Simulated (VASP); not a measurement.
A run of VASP 6.6.1 is set up as follows.

The input INCAR:

```
SYSTEM = Ge3Pd
PREC     = Accurate       ! precision mode
ENCUT    = 600            ! plane-wave cutoff, eV
EDIFF    = 1E-6           ! SCF threshold, eV
ISMEAR   = -1             ! smearing method
SIGMA    = 0.05           ! smearing width, eV
LREAL    = .False.        ! projectors in reciprocal space
LASPH    = .True.         ! aspherical terms in the spheres
NELM     = 100            ! most SCF steps
ALGO     = Normal         ! electronic algorithm
ISIF     = 3              ! what is computed and relaxed
LWAVE    = .False.        ! write WAVECAR
LCHARG   = .False.        ! write CHGCAR
GGA      = PS             ! functional
IBRION   = 2              ! ionic algorithm
NSW      = 80             ! ionic steps
EDIFFG   = -0.01          ! ionic threshold
PSTRESS  = 50.0
```

Contents of KPOINTS:

```
regular mesh
0
Gamma
  7 7 7
  0 0 0
```

File POSCAR:

```
Ge3Pd
1.0
    4.1420230000      0.0000000000      0.0000000000
    0.0000000000      4.1420230000      0.0000000000
    0.0000000000      0.0000000000      4.1420230000
Pd Ge
1 3
Direct
    0.0000000000      0.0000000000      0.0000000000
    0.5000000000      0.5000000000      0.0000000000
    0.5000000000      0.0000000000      0.5000000000
    0.0000000000      0.5000000000      0.5000000000
```

Potentials or basis: VASP PAW PBE potentials, release 64 (Pd, Ge_d).

Launch:

```bash
$ cat potpaw_PBE.64/Pd/POTCAR potpaw_PBE.64/Ge_d/POTCAR > POTCAR
$ mpirun -np 1 vasp_std > vasp.out
```

Task: Estimate the band gap on the k mesh.

Result: Zero (band 26 reaches 8.95 eV, above the bottom of band 27 at 7.12 eV).

Task: Predict the relaxed cell.

Result: a = 4.013 Å, b = 4.013 Å, c = 4.013 Å, α = 90.00°, β = 90.00°, γ = 90.00°.

Task: What does it give for the relaxed volume?

Result: 16.16 Å³/atom.

Step by step:
| step | energy change (eV) | largest force (eV/Å) | pressure (GPa) | volume (Å³) |
| --- | --- | --- | --- | --- |
| 1 | 0.0000 | 0.0000 | -4.70 | 71.06 |
| 2 | 0.2275 | 0.0000 | 14.71 | 60.56 |
| 3 | -0.0131 | 0.0000 | 4.92 | 64.64 |

Caveat: the cell is relaxed towards a set pressure, so the enthalpy falls and the energy may rise; the PAW data sets were made with another functional, which shifts forces and pressure a little.
